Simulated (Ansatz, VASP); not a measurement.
# Two plane-wave programs on Y5N

```
CELL_PARAMETERS angstrom
6.18762 0.00000 0.00000
-3.09381 5.35864 0.00000
0.00000 0.00000 6.03562
ATOMIC_POSITIONS crystal
Y 0.66667 0.33333 0.00000
Y 0.50000 0.00000 0.50000
Y 0.50000 0.50000 0.50000
Y 0.00000 0.50000 0.50000
Y 0.33333 0.66667 0.00000
N 0.00000 0.00000 0.00000
```

Change from the starting cell: species swapped into the KAu5 type (P6/mmm, No. 191).

Alike in both runs: task relaxation of cell and atoms; functional PBE; k mesh 6 × 6 × 6; occupations gaussian, width 0.1 eV; no spin polarisation.

```csv
,VASP,Ansatz
version,VASP 6.6.1,Ansatz 0.2.0
potentials or method,"VASP PAW PBE potentials, release 64 (Y_sv, N), cutoff 600 eV","scalar-relativistic, plane waves, PAW"
valence electrons in the cell,60,60
```

|  | VASP | Ansatz | Ansatz less VASP |
| --- | --- | --- | --- |
| gap on the k mesh at the Fermi level, each at its own relaxed structure (eV) | none | none | - |
| relaxed volume (Å³/atom) | 33.24 | 33.33 | +0.089 |
| relaxed length of the cell vector where the two differ most in proportion (Å) | 6.024 | 6.031 | +0.0071 |

A gap of «none» marks a metal or a gap that the smearing closes.
